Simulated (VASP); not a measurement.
SnAu2O3:

```
CELL_PARAMETERS angstrom
3.59017 0.00000 0.00000
-1.79509 3.10918 0.00000
0.00000 0.00000 8.78791
ATOMIC_POSITIONS crystal
Sn 0.00000 0.00000 0.00000
Au 0.33333 0.66667 0.65599
Au 0.66667 0.33333 0.34401
O 0.33333 0.66667 0.16590
O 0.66667 0.33333 0.83410
O 0.00000 0.00000 0.50000
```

* Program: VASP 6.6.1
* Task: relaxation of cell and atoms
* Functional: PBEsol
* Potentials or basis: VASP PAW PBE potentials, release 64 (Sn_d, Au, O)
* Cutoff: 600 eV
* k mesh: 6 × 6 × 4
* Occupations: fermi-dirac, width 0.03 eV
* Spin: no spin polarisation

At the start: pressure -17.7 GPa; volume 16.35 Å³/atom.

Question: Where does the relaxation end?

Answer: Over 39 steps the energy falls by 429.7 meV/atom and the volume is 15.03 Å³/atom (-8.0 %); space group P-3m1 (No. 164, to 0.1 Å) before and after.

Step by step:
```tsv
step	energy change (eV)	largest force (eV/Å)	pressure (GPa)	volume (Å³)
1	0.0000	0.8816	-17.66	98.10
2	-0.9704	1.2129	15.34	74.67
3	-1.2189	1.1293	0.71	80.72
4	-1.3562	1.1105	0.90	80.54
5	-1.6627	0.7975	2.05	79.93
6	-1.3124	1.5344	8.55	78.35
7	-1.7201	0.4632	2.94	79.55
8	-1.7245	0.1402	3.72	79.34
9	-1.6747	0.2699	-6.23	86.03
10	-1.7598	0.0243	-0.62	81.86
11	-1.8424	0.0344	-0.17	82.43
12	-2.0833	0.4013	2.05	83.59
13	-2.1128	2.4480	13.33	83.63
14	-2.2324	1.5186	7.95	83.95
15	-2.2060	1.9066	10.14	83.85
16	-2.2155	1.9140	10.01	84.01
17	-2.2409	1.9385	9.65	84.50
18	-2.2761	1.9873	9.04	85.44
19	-2.2815	2.1046	8.32	87.20
20	-2.2885	2.0737	8.46	86.74
21	-2.3234	1.9352	7.52	87.10
22	-2.4089	1.5369	4.83	88.17
23	-2.4998	0.8201	0.07	90.34
24	-2.5089	0.5600	-1.63	91.22
25	-2.5090	0.5336	-1.80	91.31
26	-2.5193	0.4911	-1.65	91.12
27	-2.5451	0.3637	-1.15	90.57
28	-2.5729	0.1082	-0.03	89.46
29	-2.5749	0.0167	0.41	89.06
30	-2.5749	0.0268	0.36	89.11
31	-2.5755	0.0327	0.11	89.27
32	-2.5757	0.0511	-0.17	89.45
33	-2.5761	0.0540	-0.10	89.47
34	-2.5770	0.0630	0.07	89.55
35	-2.5771	0.0661	0.17	89.59
36	-2.5777	0.0502	0.07	89.82
37	-2.5781	0.0242	-0.12	90.25
38	-2.5780	0.0306	0.23	90.15
39	-2.5781	0.0085	0.05	90.20
```

Final structure:
```cif
data_structure
_symmetry_space_group_name_H-M 'P 1'
_symmetry_Int_Tables_number 1
_cell_length_a 3.1106
_cell_length_b 3.1106
_cell_length_c 10.7645
_cell_angle_alpha 90.000
_cell_angle_beta 90.000
_cell_angle_gamma 120.000
_cell_volume 90.20
loop_
_atom_site_label
_atom_site_type_symbol
_atom_site_fract_x
_atom_site_fract_y
_atom_site_fract_z
_atom_site_occupancy
Sn1 Sn 0.00000 0.00000 0.00000 1
Au1 Au 0.33333 0.66667 0.64072 1
Au2 Au 0.66667 0.33333 0.35928 1
O1 O 0.33333 0.66667 0.09793 1
O2 O 0.66667 0.33333 0.90207 1
O3 O 0.00000 0.00000 0.50000 1
```

Caveat: a cell axis changed by over 15 % at a fixed basis, so the end point is rough; the PAW data sets were made with another functional, which shifts forces and pressure a little.
